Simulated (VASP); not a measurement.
# Al (a cell with a defect) in VASP: single point with PBE

Aim: the single point of Al (a cell with a defect) with PBE.

Program: VASP 6.6.1. These are calculated values, not measurements. Logs are shortened: lines on timing, memory, paths and dates and some standing lists are left out, and cuts for length are marked.

## Step 1: The cell of the first run

The cell holds a defect, 23 atoms: a = 7.924 Å, b = 7.924 Å, c = 7.924 Å, α = 80.41°, β = 70.53°, γ = 60.00°.

## Step 2: Single point, PBE

The input, INCAR:

```
SYSTEM = Al
ALGO = Normal ; EDIFF = 1E-6
ENCUT = 400 ; GGA = PE
GGA_COMPAT = .False. ; ISIF = 2
ISMEAR = 0 ; LASPH = .True.
LCHARG = .False. ; LREAL = .False.
LWAVE = .False. ; NBANDS = 52
NELM = 120 ; PREC = Accurate
SIGMA = 0.1
```

The input, KPOINTS:

```
k-points
0
Gamma
  4 4 4
  0 0 0
```

The input, POSCAR:

```
Al
1.0
    3.2350204435      3.2350204435     -6.4700408869
    6.4700408869     -3.2350204435     -3.2350204435
   -3.2350204435     -3.2350204435     -6.4700408869
Al
23
Direct
    0.0256898943      0.7020012309      0.8776154740
    0.4470286021      0.6333300523      0.7349610432
    0.7841478267      0.7396163461      0.6560487908
    0.3850414359     -0.0257310069      0.8784884979
    0.7285025575      0.0978348274      0.7758547570
    0.0835782199      0.3383190367      0.7773657984
    0.4537296417      0.3340497179      0.5726585140
    0.8382541051      0.3684034421      0.5646652106
    0.1644038554      0.6921805820      0.4856833295
    0.5692644087      0.6192925315      0.3532141512
    0.9048849308      0.7009838236      0.2814650683
    0.1368795059      0.9951040670      0.6554527358
    0.5048993338     -0.0210673578      0.4730467788
    0.8451099092      0.0560940299      0.4035534003
    0.2109958073      0.3404367976      0.3694717764
    0.5860647147      0.3068837897      0.1829620586
    0.9639847118      0.3417301434      0.1758688268
    0.2802662608      0.6750010924      0.1043457857
    0.6869592085      0.5844177390     -0.0205974742
    0.2479254296     -0.0164974743      0.2728432526
    0.6254378044     -0.0577145245      0.0981099673
    0.3327214162      0.3389485020     -0.0307196668
   -0.0279918375      0.0341603199      0.0243085017
```

Potentials or basis: VASP PAW PBE potentials, release 64 (Al).

Run with:

```console
cat potpaw_PBE.64/Al/POTCAR > POTCAR
mpirun -np 1 vasp_std > vasp.out
```

OUTCAR:

```text
SYSTEM = Al
   EDIFF = 1E-6
   ENCUT = 400
   GGA = PE
   ISIF = 2
   ISMEAR = 0
   LASPH = .True.
   LREAL = .False.
   NELM = 120
   PREC = Accurate

 ion  position               nearest neighbor table
   1  0.026  0.702  0.878-  23 2.83  21 2.85  22 2.86   3 2.89   6 2.89   9 2.93   2 2.93  12 2.99
                             5 3.01  11 3.02  18 3.03  19 3.09
   2  0.447  0.633  0.735-   8 2.74  18 2.78  12 2.84   7 2.85  10 2.86   4 2.86   1 2.93  19 3.00
                             3 3.03  22 3.04   9 3.28  13 3.28
   3  0.784  0.740  0.656-  19 2.69   9 2.71  13 2.76  11 2.82   4 2.84   1 2.89   5 2.92   8 2.93
                             2 3.03  14 3.07   6 3.10
   4  0.385  0.974  0.878-   3 2.84   2 2.86   6 2.88  21 2.88  22 2.89  23 2.89  20 2.95  12 2.99
                            19 2.99  18 3.01  13 3.03   5 3.15
   5  0.729  0.098  0.776-  21 2.70  12 2.76  22 2.76   8 2.80  14 2.81   7 2.85   3 2.92   1 3.01
                            23 3.01   4 3.15
   6  0.084  0.338  0.777-  19 2.79  12 2.82   7 2.83  22 2.87   8 2.87   4 2.88   1 2.89  17 2.98
                            15 3.05   3 3.10  23 3.13
   7  0.454  0.334  0.573-  14 2.77   9 2.77   6 2.83  13 2.84   5 2.85   2 2.85  15 2.87  16 2.92
                            10 2.94  22 2.97   8 3.17
   8  0.838  0.368  0.565-   2 2.74  15 2.75   5 2.80   6 2.87  12 2.88  10 2.89  17 2.91   3 2.93
                            14 2.94   7 3.17  11 3.30
   9  0.164  0.692  0.486-   3 2.71   7 2.77  10 2.80  12 2.82  20 2.85  18 2.86  14 2.88  15 2.89
[... 15 lines left out ...]
  17  0.964  0.342  0.176-  20 2.78  10 2.80  22 2.82  19 2.83  23 2.86  15 2.86  11 2.87   8 2.91
                             6 2.98  14 2.98  16 3.12
  18  0.280  0.675  0.104-  11 2.75  19 2.77   2 2.78  23 2.82  22 2.82  20 2.84  16 2.85   9 2.86
                             4 3.01   1 3.03  15 3.25  10 3.32
  19  0.687  0.584  0.979-   3 2.69  18 2.77  16 2.79   6 2.79  10 2.81  17 2.83  21 2.89   4 2.99
                             2 3.00   1 3.09
  20  0.248  0.984  0.273-  21 2.72  17 2.78  14 2.78  18 2.84   9 2.85  12 2.87  10 2.89  15 2.90
                             4 2.95  13 2.95  23 3.25
  21  0.625  0.942  0.098-   5 2.70  20 2.72  11 2.77  13 2.82   1 2.85   4 2.88  19 2.89  16 2.92
                            23 3.03  22 3.09  10 3.11
  22  0.333  0.339  0.969-   5 2.76  18 2.82  17 2.82   1 2.86   6 2.87   4 2.89  16 2.93   7 2.97
                            15 2.99   2 3.04  21 3.09
  23  0.972  0.034  0.024-  16 2.71  12 2.77  18 2.82   1 2.83  14 2.84  17 2.86   4 2.89   5 3.01
                            21 3.03   6 3.13  11 3.21  20 3.25

  LATTYP: Found a base centered monoclinic cell.
 ALAT       =     7.9241493940
 B/A-ratio  =     1.7320508076
 C/A-ratio  =     1.0000000000
 COS(beta)  =    -0.3333333333

  Lattice vectors:

 A1 = (   3.2350204434,  -6.4700408870,   3.2350204434)
 A2 = (  -6.4700408869,   3.2350204435,   3.2350204435)
 A3 = (  -3.2350204435,  -3.2350204435,  -6.4700408869)

Analysis of symmetry for initial positions (statically):
[... 181 lines left out ...]
   EFERMI =   0.00;   METHOD = LEGACY
   ISMEAR =     0;   SIGMA  =   0.10  broadening in eV -4-tet -1-fermi 0-gaus
   EFERMI_NEDOS =   21; number of points for ismear=-14 and -15
   IALGO  =     38    algorithm
   IMIX   =      4    mixing-type and parameters
     AMIX     =   0.40;   BMIX     =  1.00
     AMIX_MAG =   1.60;   BMIX_MAG =  1.00
  volume/ion in A,a.u.               =      17.66       119.20
  Fermi-wavevector in a.u.,A,eV,Ry     =   0.906610  1.713244 11.183191  0.821941
  Thomas-Fermi vector in A             =   2.030318
   LORBIT       =      0    0 simple, 1 ext, 2 COOP (PROOUT), +10 PAW based schemes
   GGA     = PE    functional components
   LHFCALC =     F    Hartree Fock is set to
   AEXX    =    0.0000 exact exchange contribution
   IVDW    =     0    specifies the selected vdW correction
   LEPSILON=     F    determine dielectric tensor
   LRPA    =     F    only Hartree local field effects (RPA)
 non-spin polarized calculation
 Gauss-broadening in eV      SIGMA  =   0.10
  energy-cutoff  :      400.00
  volume of cell :      406.27
 maximum number of plane-waves:      7418
 NGX is ok and might be reduce to    54
   NGX = 25   NGY = 25   NGZ = 25

 number of electron      69.0000000 magnetization

 Free energy of the ion-electron system (eV)
  ---------------------------------------------------
  ext. energy  EPLUGINS =         0.00000000
  ---------------------------------------------------
  free energy    TOTEN  =       -84.35953966 eV

  energy without entropy =      -84.31738342  energy(sigma->0) =      -84.33846154

 E-fermi :   7.2851     XC(G=0):  -9.9381

 val. band max:        7.2819966360   @ k =   0.5000   0.2500   0.0000
 cond. band min:       7.2904073066   @ k =  -0.0000   0.5000   0.2500
 fundamental gap:      0.0084106706
 Fermi energy:         7.2851183164

 k-point     1 :       0.0000    0.0000    0.0000
  band No.  band energies     occupation
      1      -3.4066      2.00000
      2      -0.8306      2.00000
      3      -0.7584      2.00000
      4      -0.3257      2.00000
      5      -0.3019      2.00000
      6      -0.1105      2.00000
[... 1165 lines left out ...]
     45       9.2082      0.00000
     46       9.2737      0.00000

 [... further k-points ...]

 [bands above 46 left out]

------------------------ aborting loop because EDIFF is reached ----------------------------------------

  FORCE on cell =-STRESS in cart. coord.  units (eV):
  Direction    XX          YY          ZZ          XY          YZ          ZX
  --------------------------------------------------------------------------------------
  -------------------------------------------------------------------------------------
  Total       -7.8386656     -4.1226272     -3.6795793      0.6064048     -1.4668169     -1.0207112
  in kB      -30.9129454    -16.2581944    -14.5109689      2.3914476     -5.7846109     -4.0253267
  external PRESSURE =     -20.5607029 kB  Pullay stress =       0.0000000 kB

 VOLUME and BASIS-vectors are now :
 -----------------------------------------------------------------------------
  energy-cutoff  :      400.00
  volume of cell :      406.27
      direct lattice vectors                 reciprocal lattice vectors
     3.235020443  3.235020443 -6.470040887     0.025759755  0.128798774 -0.077279264
     6.470040887 -3.235020443 -3.235020443     0.103039019 -0.103039019  0.000000000
    -3.235020443 -3.235020443 -6.470040887    -0.077279264 -0.077279264 -0.077279264

 POSITION                                       TOTAL-FORCE (eV/Angst)
 -----------------------------------------------------------------------------------
      1.78598     -5.02698     -8.11541         0.000603      0.001521     -0.002280
      3.16620     -2.98030     -9.69636         0.019307      0.001631      0.016745
      5.19975     -1.97827    -11.71081         0.036900     -0.027189     -0.020885
      4.70725     -4.74809    -11.32687         0.005032      0.000068      0.002375
      0.47981     -0.46968    -10.04975         0.023106     -0.023380     -0.028531
     -0.05548     -3.33889     -6.66481         0.002478     -0.004264     -0.005943
[... 15 lines left out ...]
      0.13373     -3.15579     -9.52051        -0.007700     -0.012177      0.007365
      3.28685      2.95532     -6.55672        -0.018516      0.008535     -0.026168
 -----------------------------------------------------------------------------------
    total drift:                                0.000010      0.000041      0.000025

  FREE ENERGIE OF THE ION-ELECTRON SYSTEM (eV)
  ---------------------------------------------------
  free  energy   TOTEN  =       -84.3595396565 eV

  energy  without entropy=      -84.3173834228  energy(sigma->0) =      -84.33846154
```

Run time: 16 min. Hardware: 1 thread of Oxide Virtual Turin-like, shared host; peak memory 0.57 GiB.

Results:

```yaml
Free_energy: -84.3595 eV
Pressure: -2.1 GPa
Largest_force: 0.055 eV/Å
Band_gap_on_the_k_mesh: zero (an odd number of electrons rules out a gap without spin polarisation)
```

Forces on the atoms (eV/Å):
```
Al   0.001  0.002 -0.002
Al   0.019  0.002  0.017
Al   0.037 -0.027 -0.021
Al   0.005  0.000  0.002
Al   0.023 -0.023 -0.029
Al   0.002 -0.004 -0.006
Al  -0.002  0.002  0.003
Al   0.028 -0.023 -0.005
Al   0.005  0.007 -0.010
Al   0.015  0.017  0.020
Al   0.004  0.001 -0.012
Al   0.015 -0.019  0.010
Al   0.004  0.006  0.020
Al  -0.019 -0.022 -0.027
Al  -0.005 -0.002 -0.003
Al  -0.024  0.027  0.008
Al  -0.002 -0.010  0.001
Al  -0.014  0.021 -0.010
Al  -0.024  0.037  0.034
Al  -0.004 -0.008  0.010
Al  -0.039  0.020  0.018
Al  -0.008 -0.012  0.007
Al  -0.019  0.009 -0.026
```

Stress tensor (GPa, compression positive):
```
-3.09  0.24 -0.40
 0.24 -1.63 -0.58
-0.40 -0.58 -1.45
```

Levels at points of the mesh, in eV from the Fermi level:
```tsv
k point	band 32	band 33	band 34	band 35	band 36	band 37
(0.00, 0.00, 0.00)	-0.56	-0.54	-0.53	-0.47	-0.27	-0.19
(0.50, 0.00, 0.00)	-0.23	-0.22	-0.11	0.16	0.26	0.29
(0.50, 0.50, 0.00)	-0.27	-0.20	-0.08	0.17	0.24	0.30
(0.00, 0.50, 0.00)	-0.61	-0.60	-0.47	-0.33	-0.28	-0.04
(0.00, 0.00, 0.50)	0.12	0.15	0.27	0.52	0.67	0.75
(0.50, 0.00, 0.50)	-0.83	-0.79	-0.77	-0.68	-0.59	-0.41
(0.50, 0.50, 0.50)	-0.90	-0.83	-0.79	-0.77	-0.75	-0.36
(0.00, 0.50, 0.50)	-0.87	-0.62	-0.26	0.20	0.21	0.65
```
